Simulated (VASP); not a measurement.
# Ca (I4/mmm) in VASP: single point with PBE

Aim: the single point of Ca with PBE.

All numbers are computed with VASP 6.6.1; they aren't measurements. Logs are shortened: lines on timing, memory, paths and dates and some standing lists are left out, and cuts for length are marked.

## (1) The cell of the first run

The structure is tetragonal, space group I4/mmm (No. 139). The conventional cell has a = 3.952 Å, b = 3.952 Å, c = 5.840 Å, α = 90.00°, β = 90.00°, γ = 90.00°. Ca (site symmetry 4/mmm) has 12 Ca at 3.95 to 4.04 Å within 5.2 Å.

## (2) Single point, PBE (strain +0.0450 x Voigt [1, 0, 0, 0, 0, 0])

Contents of INCAR:

```
SYSTEM = Ca
PREC = Accurate
ENCUT = 520
EDIFF = 1E-6
ISMEAR = 0
SIGMA = 0.15
LREAL = .FALSE.
LASPH = .TRUE.
NELM = 60
ALGO = Fast
ISIF = 2
LWAVE = .FALSE.
LCHARG = .FALSE.
GGA = PE
NBANDS = 11
```

Contents of KPOINTS:

```
Automatic mesh
0
G
  14 14 14
  0 0 0
```

Contents of POSCAR:

```
Ca
1.0
    0.0000000000      2.7942000000      2.7942000000
    2.9199390000      0.0000000000      2.7942000000
    2.9199390000      2.7942000000      0.0000000000
Ca
1
Direct
    0.0000000000      0.0000000000      0.0000000000
```

Potentials or basis: VASP PAW PBE potentials, release 64 (Ca_sv).

Started as:

```sh
cat potpaw_PBE.64/Ca_sv/POTCAR > POTCAR
mpirun -np 1 vasp_std > vasp.out
```

OUTCAR:

```text
SYSTEM = Ca
   PREC = Accurate
   ENCUT = 520
   EDIFF = 1E-6
   ISMEAR = 0
   LREAL = .FALSE.
   LASPH = .TRUE.
   NELM = 60
   ISIF = 2
   GGA = PE

 ion  position               nearest neighbor table
   1  0.000  0.000  0.000-

  LATTYP: Found a body centered tetragonal cell.
 ALAT       =     3.9515955360
 C/A-ratio  =     1.4778531727

  Lattice vectors:

 A1 = (   2.9199390000,   0.0000000000,   2.7942000000)
 A2 = (   2.9199390000,   0.0000000000,  -2.7942000000)
 A3 = (  -2.9199390000,   2.7942000000,   0.0000000000)

Analysis of symmetry for initial positions (statically):
=====================================================================
 Subroutine PRICEL returns:
 Original cell was already a primitive cell.

 Routine SETGRP: Setting up the symmetry group for a
 body centered tetragonal supercell.

 Subroutine GETGRP returns: Found 16 space group operations
 (whereof 16 operations were pure point group operations)
 out of a pool of 16 trial point group operations.

The static configuration has the point symmetry D_4h.

Analysis of symmetry for dynamics (positions and initial velocities):
=====================================================================
 Subroutine PRICEL returns:
 Original cell was already a primitive cell.

 Routine SETGRP: Setting up the symmetry group for a
 body centered tetragonal supercell.

 Subroutine GETGRP returns: Found 16 space group operations
 (whereof 16 operations were pure point group operations)
 out of a pool of 16 trial point group operations.

The dynamic configuration has the point symmetry D_4h.

 Subroutine INISYM returns: Found 16 space group operations
 (whereof 16 operations are pure point group operations),
 and found     1 'primitive' translations

----------------------------------------------------------------------------------------

                                     Primitive cell

  volume of cell :      45.5952

  direct lattice vectors                    reciprocal lattice vectors
     0.000000000  2.794200000  2.794200000    -0.171236454  0.178942094  0.178942094
     2.919939000  0.000000000  2.794200000     0.171236454 -0.178942094  0.178942094
     2.919939000  2.794200000  0.000000000     0.171236454  0.178942094 -0.178942094

  length of vectors
     3.951595536  4.041484554  4.041484554     0.305552728  0.305552728  0.305552728

  position of ions in fractional coordinates (direct lattice)
     0.000000000  0.000000000  0.000000000

  ion indices of the primitive-cell ions
   primitive index   ion index
                 1           1

----------------------------------------------------------------------------------------

 KPOINTS: Automatic mesh

Automatic generation of k-mesh.
 Grid dimensions read from file:
 generate k-points for:   14   14   14

 Generating k-lattice:

  Cartesian coordinates                     Fractional coordinates (reciprocal lattice)
    -0.012231175  0.012781578  0.012781578     0.071428571  0.000000000  0.000000000
     0.012231175 -0.012781578  0.012781578     0.000000000  0.071428571 -0.000000000
     0.012231175  0.012781578 -0.012781578     0.000000000 -0.000000000  0.071428571

  Length of vectors
     0.021825195  0.021825195  0.021825195

  Shift w.r.t. Gamma in fractional coordinates (k-lattice)
     0.000000000  0.000000000  0.000000000

 Subroutine IBZKPT returns following result:
 ===========================================

 Found    244 irreducible k-points:

 Following reciprocal coordinates:
            Coordinates               Weight
  0.000000  0.000000  0.000000      1.000000
  0.071429 -0.000000 -0.000000      8.000000
  0.142857  0.000000  0.000000      8.000000
  0.214286 -0.000000 -0.000000      8.000000
  0.285714  0.000000  0.000000      8.000000
  0.357143 -0.000000 -0.000000      8.000000
[... 16 lines left out ...]
  0.214286  0.142857 -0.000000     16.000000
  0.285714  0.142857 -0.000000     16.000000
 [... further k-points ...]
   k-points           NKPTS =    244   k-points in BZ     NKDIM =    244   number of bands    NBANDS=     11
   number of dos      NEDOS =    301   number of ions     NIONS =      1
   total plane-waves  NPLWV =  27000
   dimension x,y,z NGX =    30 NGY =   30 NGZ =   30
   dimension x,y,z NGXF=    60 NGYF=   60 NGZF=   60
   ions per type =               1
   NGX,Y,Z   is equivalent  to a cutoff of  12.62, 12.34, 12.34 a.u.
   NGXF,Y,Z  is equivalent  to a cutoff of  25.24, 24.68, 24.68 a.u.
 SYSTEM =  Ca
   PREC   = accura    normal or accurate (medium, high low for compatibility)
   ISTART =      0    job   : 0-new  1-cont  2-samecut
   ICHARG =      2    charge: 1-file 2-atom 10-const
   ISPIN  =      1    spin polarized calculation?
   LNONCOLLINEAR =      F non collinear calculations
   LSORBIT =      F    spin-orbit coupling
   LASPH  =      T    aspherical Exc in radial PAW
   ENCUT  =  520.0 eV  38.22 Ry    6.18 a.u.   7.35  7.51  7.51*2*pi/ulx,y,z
   NELM   =     60;   NELMIN=  2; NELMDL= -5     # of ELM steps
   EDIFF  = 0.1E-05   stopping-criterion for ELM
   LREAL  =      F    real-space projection
   EDIFFG = 0.1E-04   stopping-criterion for IOM
   NSW    =      0    number of steps for IOM
   IBRION =     -1    ionic relax: 0-MD 1-quasi-New 2-CG
   NFREE  =      0    steps in history (QN), initial steepest desc. (CG)
   ISIF   =      2    stress and relaxation
   ISYM   =      2    0-nonsym 1-usesym 2-fastsym
   POTIM  = 0.5000    time-step for ionic-motion
   TEBEG  =    0.0;   TEEND  =   0.0 temperature during run
   PSTRESS=    0.0 pullay stress
   NELECT =      10.0000    total number of electrons
   NUPDOWN=      -1.0000    fix difference up-down
   EMIN   =  10.00;   EMAX   =-10.00  energy-range for DOS
   EFERMI =   0.00;   METHOD = LEGACY
   ISMEAR =     0;   SIGMA  =   0.15  broadening in eV -4-tet -1-fermi 0-gaus
   EFERMI_NEDOS =   21; number of points for ismear=-14 and -15
   IALGO  =     68    algorithm
   IMIX   =      4    mixing-type and parameters
     AMIX     =   0.40;   BMIX     =  1.00
     AMIX_MAG =   1.60;   BMIX_MAG =  1.00
  volume/ion in A,a.u.               =      45.60       307.69
  Fermi-wavevector in a.u.,A,eV,Ry     =   0.987268  1.865667 13.261584  0.974699
  Thomas-Fermi vector in A             =   2.118710
   LORBIT       =      0    0 simple, 1 ext, 2 COOP (PROOUT), +10 PAW based schemes
   GGA     = PE    functional components
   LHFCALC =     F    Hartree Fock is set to
   AEXX    =    0.0000 exact exchange contribution
   IVDW    =     0    specifies the selected vdW correction
   LEPSILON=     F    determine dielectric tensor
   LRPA    =     F    only Hartree local field effects (RPA)
 non-spin polarized calculation
 RMM-DIIS sequential band-by-band and
 Gauss-broadening in eV      SIGMA  =   0.15
  energy-cutoff  :      520.00
  volume of cell :       45.60
 maximum number of plane-waves:      1263
 NGX is ok and might be reduce to    30
   NGX = 15   NGY = 15   NGZ = 15

 number of electron      10.0000001 magnetization

 Free energy of the ion-electron system (eV)
  ---------------------------------------------------
  ext. energy  EPLUGINS =         0.00000000
  ---------------------------------------------------
  free energy    TOTEN  =        -1.92336228 eV

  energy without entropy =       -1.90837553  energy(sigma->0) =       -1.91586890

 E-fermi :   1.6631     XC(G=0):  -7.5004

 val. band max:        1.6575166842   @ k =   0.5000   0.0714   0.0714
 cond. band min:       1.6694505375   @ k =   0.4286  -0.3571   0.1429
 fundamental gap:      0.0119338534
 Fermi energy:         1.6631061492

 k-point     1 :       0.0000    0.0000    0.0000
  band No.  band energies     occupation
      1     -40.5359      2.00000
      2     -21.4622      2.00000
      3     -21.4596      2.00000
      4     -21.4596      2.00000
      5      -2.2235      2.00000
      6       3.7727      0.00000
      7       3.9616      0.00000
      8       3.9616      0.00000
      9       4.7403      0.00000
     10       4.9829      0.00000
     11      10.4677      0.00000

 k-point     2 :       0.0714   -0.0000   -0.0000
  band No.  band energies     occupation
      1     -40.5354      2.00000
      2     -21.4659      2.00000
      3     -21.4620      2.00000
      4     -21.4601      2.00000
      5      -2.1415      2.00000
      6       3.7521      0.00000
      7       3.9244      0.00000
      8       3.9933      0.00000
      9       4.7194      0.00000
     10       4.9519      0.00000
     11      10.5518      0.00000

 k-point     3 :       0.1429    0.0000    0.0000
  band No.  band energies     occupation
      1     -40.5341      2.00000
      2     -21.4801      2.00000
      3     -21.4647      2.00000
      4     -21.4617      2.00000
      5      -1.8990      2.00000
      6       3.5640      0.00000
      7       3.9363      0.00000
      8       4.0693      0.00000
      9       4.6926      0.00000
     10       4.8877      0.00000
     11      10.2139      0.00000

 k-point     4 :       0.2143   -0.0000   -0.0000
  band No.  band energies     occupation
      1     -40.5322      2.00000
      2     -21.5010      2.00000
      3     -21.4684      2.00000
      4     -21.4639      2.00000
      5      -1.5073      2.00000
      6       3.2329      0.00000
      7       3.9448      0.00000
      8       4.1241      0.00000
      9       4.7539      0.00000
     10       4.8759      0.00000
     11       9.0975      0.00000

 k-point     5 :       0.2857    0.0000    0.0000
  band No.  band energies     occupation
      1     -40.5301      2.00000
      2     -21.5240      2.00000
      3     -21.4723      2.00000
      4     -21.4664      2.00000
      5      -0.9865      2.00000
      6       2.8264      0.00000
      7       3.8783      0.00000
      8       4.0905      0.00000
      9       4.9512      0.00000
     10       4.9954      0.00000
     11       8.0501      0.00000
[... 211 lines left out ...]
 k-point    21 :      -0.0714    0.0714    0.0000
  band No.  band energies     occupation
      1     -40.5347      2.00000
      2     -21.4727      2.00000
      3     -21.4636      2.00000
      4     -21.4620      2.00000
      5      -2.0091      2.00000
      6       3.6432      0.00000
      7       3.9760      0.00000
      8       4.0149      0.00000
      9       4.6456      0.00000
     10       4.9495      0.00000
     11      10.6462      0.00000

 k-point    22 :       0.1429    0.1429    0.0000
  band No.  band energies     occupation
      1     -40.5334      2.00000
      2     -21.4790      2.00000
      3     -21.4688      2.00000
      4     -21.4684      2.00000
      5      -1.7796      2.00000
      6       3.5439      0.00000
      7       3.9562      0.00000
      8       4.1004      0.00000
      9       4.5238      0.00000
     10       4.9249      0.00000
     11      10.9038      0.00000

 k-point    23 :       0.2143    0.1429   -0.0000
  band No.  band energies     occupation
      1     -40.5319      2.00000
      2     -21.4933      2.00000
      3     -21.4724      2.00000
      4     -21.4709      2.00000
      5      -1.4867      2.00000
      6       3.3123      0.00000
      7       4.0294      0.00000
      8       4.1547      0.00000
      9       4.4090      0.00000
     10       4.9838      0.00000
     11      10.0025      0.00000

 k-point    24 :       0.2857    0.1429   -0.0000
  band No.  band energies     occupation
      1     -40.5301      2.00000
      2     -21.5129      2.00000
      3     -21.4764      2.00000
      4     -21.4734      2.00000
      5      -1.0540      2.00000
      6       3.0097      0.00000
      7       3.9056      0.00000
      8       4.1418      0.00000
      9       4.5696      0.00000
     10       5.1129      0.00000
     11       8.8237      0.00000

 [... further k-points ...]
[... 5 lines left out ...]
  --------------------------------------------------------------------------------------
  -------------------------------------------------------------------------------------
  Total       -0.4134072     -0.2993309     -0.2993309      0.0000000      0.0000000      0.0000000
  in kB      -14.5267972    -10.5182469    -10.5182469      0.0000000      0.0000000      0.0000000
  external PRESSURE =     -11.8544303 kB  Pullay stress =       0.0000000 kB

 VOLUME and BASIS-vectors are now :
 -----------------------------------------------------------------------------
  energy-cutoff  :      520.00
  volume of cell :       45.60
      direct lattice vectors                 reciprocal lattice vectors
     0.000000000  2.794200000  2.794200000    -0.171236454  0.178942094  0.178942094
     2.919939000  0.000000000  2.794200000     0.171236454 -0.178942094  0.178942094
     2.919939000  2.794200000  0.000000000     0.171236454  0.178942094 -0.178942094

 POSITION                                       TOTAL-FORCE (eV/Angst)
 -----------------------------------------------------------------------------------
      0.00000      0.00000      0.00000         0.000000      0.000000     -0.000000
 -----------------------------------------------------------------------------------
    total drift:                               -0.000000     -0.000000      0.000000

  FREE ENERGIE OF THE ION-ELECTRON SYSTEM (eV)
  ---------------------------------------------------
  free  energy   TOTEN  =        -1.9233622776 eV

  energy  without entropy=       -1.9083755254  energy(sigma->0) =       -1.91586890
```

Wall time 2.6 min (1 thread of Intel Xeon Platinum 8375C at 2.90GHz (Ice Lake), shared host); peak memory 0.25 GiB.

What came out:

| Property | Result |
| --- | --- |
| Free energy | -1.9234 eV |
| Pressure | -1.2 GPa |
| Band gap on the k mesh | zero (band 5 reaches 1.89 eV, above the bottom of band 6 at 1.46 eV) |

Stress tensor (GPa, compression positive):
```
-1.45  0.00  0.00
 0.00 -1.05  0.00
 0.00  0.00 -1.05
```

Levels at points of the mesh, in eV from the Fermi level:
```tsv
k point	band 2	band 3	band 4	band 5	band 6	band 7	band 8	band 9
(0.00, 0.00, 0.00)	-23.13	-23.12	-23.12	-3.89	2.11	2.30	2.30	3.08
(0.50, 0.00, 0.00)	-23.23	-23.14	-23.13	-0.96	-0.21	2.02	2.24	3.79
(0.50, 0.50, 0.00)	-23.22	-23.17	-23.16	-0.34	0.59	0.97	3.80	3.91
(0.00, 0.50, 0.50)	-23.22	-23.16	-23.16	-0.48	0.58	0.67	3.84	3.99
```

Caveat: the cell differs from its parent crystal (strain +0.0450 x Voigt [1, 0, 0, 0, 0, 0]).
